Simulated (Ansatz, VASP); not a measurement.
**ZnGaC4N4 in VASP and in Ansatz**

Contents of INCAR:

```
PREC = Accurate ; ENCUT = 600
EDIFF = 1E-6 ; ISMEAR = 0
SIGMA = 0.1 ; LREAL = F
LASPH = T ; NELM = 60
ALGO = Normal ; ISIF = 3
LWAVE = F ; LCHARG = F
GGA = PE ; IBRION = 2
NSW = 90 ; EDIFFG = -0.04
```

File KPOINTS:

```
Automatic mesh
0
Gamma
  4 4 4
```

POSCAR

```
ZnGaC4N4
1.0
    5.8583731800      0.0000000000      0.0000000000
    0.0000000000      5.8583731800      0.0000000000
    0.0000000000      0.0000000000      5.8583731800
Zn Ga C N
1 1 4 4
Direct
    0.5000000000      0.5000000000      0.5000000000
    0.0000000000      0.0000000000      0.0000000000
    0.1868532600      0.1868532600      0.1868532600
    0.1868532600      0.8131467400      0.8131467400
    0.8131467400      0.1868532600      0.8131467400
    0.8131467400      0.8131467400      0.1868532600
    0.3021582700      0.3021582700      0.3021582700
    0.3021582700      0.6978417300      0.6978417300
    0.6978417300      0.3021582700      0.6978417300
    0.6978417300      0.6978417300      0.3021582700
```

Input for Ansatz:

```yaml
crystal:
  lattice:
    - [5.85837318, 0.0, 0.0]
    - [0.0, 5.85837318, 0.0]
    - [0.0, 0.0, 5.85837318]
  atoms:
    - { symbol: Zn, position: [0.5, 0.5, 0.5] }
    - { symbol: Ga, position: [0.0, 0.0, 0.0] }
    - { symbol: C, position: [0.18685326, 0.18685326, 0.18685326] }
    - { symbol: C, position: [0.18685326, 0.81314674, 0.81314674] }
    - { symbol: C, position: [0.81314674, 0.18685326, 0.81314674] }
    - { symbol: C, position: [0.81314674, 0.81314674, 0.18685326] }
    - { symbol: "N", position: [0.30215827, 0.30215827, 0.30215827] }
    - { symbol: "N", position: [0.30215827, 0.69784173, 0.69784173] }
    - { symbol: "N", position: [0.69784173, 0.30215827, 0.69784173] }
    - { symbol: "N", position: [0.69784173, 0.69784173, 0.30215827] }
basis:
  ecutwfc: 420
kpoints:
  mp_grid: { grid: [4, 4, 4] }
hamiltonian:
  xc: pbe
scf:
  occupations: { method: gaussian, width: 0.1 }
  lower_state_search: "off"
output:
  forces: true
  stress: true
  eigenvalues: true
relax:
  adjacent_minimum: "off"
  f_tol: 0.04
  max_steps: 70
  cell: { stress_tol: 0.4 }
```

Alike in both runs: task relaxation of cell and atoms; functional PBE; k mesh 4 × 4 × 4; occupations gaussian, width 0.1 eV; no spin polarisation.

```csv
,VASP,Ansatz
version,VASP 6.6.1,Ansatz 0.2.0
potentials or method,"VASP PAW PBE potentials, release 64 (Zn, Ga_d, C, N), cutoff 600 eV","scalar-relativistic, plane waves, PAW"
valence electrons in the cell,61,61
```

VASP gave:

* gap on the k mesh at the Fermi level, each at its own relaxed structure (eV): none
* relaxed volume (Å³/atom): 20.47
* relaxed length of the cell vector where the two differ most in proportion (Å): 5.894

Question: Which values does Ansatz return?

Answer: gap on the k mesh at the Fermi level, each at its own relaxed structure (eV): none; relaxed volume (Å³/atom): 20.43; relaxed length of the cell vector where the two differ most in proportion (Å): 5.889.

A gap of «none» marks a metal or a gap that the smearing closes.

Noted on VASP's run: the standard files for N, O and F lose accuracy on very short bonds.
